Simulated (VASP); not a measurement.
Wanted: the native input for a VASP 6.6.1 run.

```
Task                   : relaxation of cell and atoms
Functional             : r2SCAN
Potentials or basis    : VASP PAW PBE potentials, release 64 (Al)
Cutoff                 : 550 eV
k mesh                 : 9 × 9 × 9
Occupations            : fermi-dirac, width 0.05 eV
Spin                   : no spin polarisation
Dipole correction      : no
Further INCAR settings : ALGO = Normal; EDIFF = 1e-07; IBRION = 2; EDIFFG = -0.01; NSW = 80; ISIF = 3
```

Al:

```
CELL_PARAMETERS angstrom
1.60500 1.60500 1.60500
-1.60500 1.60500 1.60500
-1.60500 -1.60500 1.60500
ATOMIC_POSITIONS crystal
Al 0.00000 0.00000 0.00000
```

This isn't the form of Al at room conditions, which is fcc.

One way to write it, as run:

POSCAR

```
Al
1.0
    1.6050000000      1.6050000000      1.6050000000
   -1.6050000000      1.6050000000      1.6050000000
   -1.6050000000     -1.6050000000      1.6050000000
Al
1
Direct
    0.0000000000      0.0000000000      0.0000000000
```

INCAR.step1

```
PREC     = Accurate       # precision mode
ENCUT    = 550            # plane-wave cutoff, eV
ISMEAR   = -1             # smearing method
SIGMA    = 0.05           # smearing width, eV
LREAL    = False          # projectors in reciprocal space
LASPH    = True           # aspherical terms in the spheres
NELM     = 120            # most SCF steps
GGA      = PE             # functional
ALGO     = Normal         # electronic algorithm
EDIFF    = 1E-5           # SCF threshold, eV
LWAVE    = True           # write WAVECAR
LCHARG   = False          # write CHGCAR
GGA_COMPAT= False        
IBRION   = 2              # ionic algorithm
ISIF     = 3              # what is computed and relaxed
EDIFFG   = -0.005         # ionic threshold
NELMIN   = 4            
NSW      = 100            # ionic steps
```

INCAR.step2

```
PREC     = Accurate       # precision mode
ENCUT    = 550            # plane-wave cutoff, eV
EDIFF    = 1E-7           # SCF threshold, eV
ISMEAR   = -1             # smearing method
SIGMA    = 0.05           # smearing width, eV
LREAL    = False          # projectors in reciprocal space
LASPH    = True           # aspherical terms in the spheres
NELM     = 120            # most SCF steps
ALGO     = Normal         # electronic algorithm
ISIF     = 3              # what is computed and relaxed
LWAVE    = False          # write WAVECAR
LCHARG   = False          # write CHGCAR
METAGGA  = R2SCAN         # meta-GGA
LMIXTAU  = True         
IBRION   = 2              # ionic algorithm
NSW      = 80             # ionic steps
EDIFFG   = -0.01          # ionic threshold
ISTART   = 1            
GGA_COMPAT= False        
NELMIN   = 4
```

KPOINTS

```
Automatic mesh
0
Gamma
  9 9 9
```

Potentials or basis: VASP PAW PBE potentials, release 64 (Al).

Run with:

```sh
$ cat potpaw_PBE.64/Al/POTCAR > POTCAR
$ cp INCAR.step1 INCAR
$ mpirun -np 1 vasp_std > vasp.out
$ cp INCAR.step2 INCAR
$ mpirun -np 1 vasp_std > vasp.out
```

It gave:

```json
{
 "Relaxed volume": "16.16 Å³/atom",
 "Relaxed cell": "a = 2.759 Å, b = 2.759 Å, c = 2.759 Å, α = 70.53°, β = 109.47°, γ = 70.53°",
 "Space group after relaxing (to 0.1 Å)": "Im-3m (No. 229)",
 "Energy gained by relaxing": "2.1 meV/atom",
 "Ionic steps": "3",
 "Pressure after relaxing": "0.0 GPa",
 "Band gap on the k mesh": "zero (an odd number of electrons rules out a gap without spin polarisation)"
}
```

Caveat: the PAW data sets were made with another functional, which shifts forces and pressure a little.

It took 53 s on 1 thread of Intel Xeon 8259CL, on a shared host, peak memory 0.14 GiB.
